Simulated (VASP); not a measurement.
Runs of VASP 6.6.1 on MgB2. The structure is that of space group P6/mmm (No. 191), or close to it. The cells are those of the table. 

| task | cell | cutoff (eV) | gap on the mesh (eV) | pressure (GPa) |
| --- | --- | --- | --- | --- |
| relaxation of shape and atoms at fixed volume | relaxed from a = 3.097, b = 3.097, c = 3.543 Å, angles 90.0, 90.0, 120.0°, 3 atoms | 600 | none | -3.1 |
| single point | a = 3.077, b = 3.077, c = 3.520 Å, angles 90.0, 90.0, 120.0°, 3 atoms | 520 | none | -0.3 |
| single point | a = 3.043, b = 3.043, c = 3.454 Å, angles 90.0, 90.0, 120.0°, 3 atoms | 520 | none | 6.1 |
| single point | a = 3.060, b = 3.060, c = 3.486 Å, angles 90.0, 90.0, 120.0°, 3 atoms | 520 | none | 2.7 |
| electric field gradients | a = 3.085, b = 3.085, c = 3.523 Å, angles 90.0, 90.0, 120.0°, 3 atoms | 520 | none | -1.3 |
| single point | a = 3.093, b = 3.093, c = 3.553 Å, angles 90.0, 90.0, 120.0°, 3 atoms | 520 | none | (a) |
| relaxation of cell and atoms | relaxed from a = 3.085, b = 3.085, c = 3.523 Å, angles 90.0, 90.0, 120.0°, 3 atoms | 600 | none | 0.0 |
| relaxation of shape and atoms at fixed volume | relaxed from a = 3.040, b = 3.040, c = 3.462 Å, angles 90.0, 90.0, 120.0°, 3 atoms | 600 | none | 6.0 |
| electric field gradients | a = 3.077, b = 3.077, c = 3.520 Å, angles 90.0, 90.0, 120.0°, 3 atoms | 520 | none | -0.3 |
| single point | a = 3.109, b = 3.109, c = 3.586 Å, angles 90.0, 90.0, 120.0°, 3 atoms | 520 | none | -5.5 |
| relaxation of shape and atoms at fixed volume | relaxed from a = 3.056, b = 3.056, c = 3.496 Å, angles 90.0, 90.0, 120.0°, 3 atoms | 600 | none | 2.7 |
| relaxation of shape and atoms at fixed volume | relaxed from a = 3.113, b = 3.113, c = 3.576 Å, angles 90.0, 90.0, 120.0°, 3 atoms | 600 | none | -5.6 |

Alike in all rows: level PBE; potentials or basis VASP PAW PBE potentials, release 64 (Mg, B); no spin polarisation; k mesh 14 × 14 × 12; smearing gaussian 0.05 eV.

Problem. Estimate the missing entries.

Solution. (a) -3.0.

Caveats: the cell stands under tension (at least some runs); the cell stands under pressure (at least some runs).

A gap of «none» marks levels without a gap at the run's occupations.
